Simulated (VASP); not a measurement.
Here is a VASP 6.6.1 calculation.

File INCAR:

```
  PREC = Accurate
  ENCUT = 520
  EDIFF = 1E-7
  ISMEAR = -1
  SIGMA = 0.05
  LREAL = F
  LASPH = T
  NELM = 100
  ALGO = Normal
  ISIF = 2
  LWAVE = F
  LCHARG = F
  GGA = PE
  NBANDS = 16
```

Contents of KPOINTS:

```
regular mesh
0
Gamma
  8 8 8
```

The input POSCAR:

```
CdS
1.0
    0.0000000000      2.7532440000      2.7532440000
    2.7532440000      0.0000000000      2.7532440000
    2.7532440000      2.7532440000      0.0000000000
Cd S
1 1
Direct
    0.0000000000      0.0000000000      0.0000000000
    0.5000000000      0.5000000000      0.5000000000
```

Potentials or basis: VASP PAW PBE potentials, release 64 (Cd, S).

Run with:

```sh
$ cat potpaw_PBE.64/Cd/POTCAR potpaw_PBE.64/S/POTCAR > POTCAR
$ mpirun -np 1 vasp_std > vasp.out
```

Q: Predict the band gap on the k mesh.

A: 0.26 eV, indirect (least direct gap 1.53 eV).

Q: Predict the pressure.

A: -0.1 GPa.

A k mesh can miss the band edges.
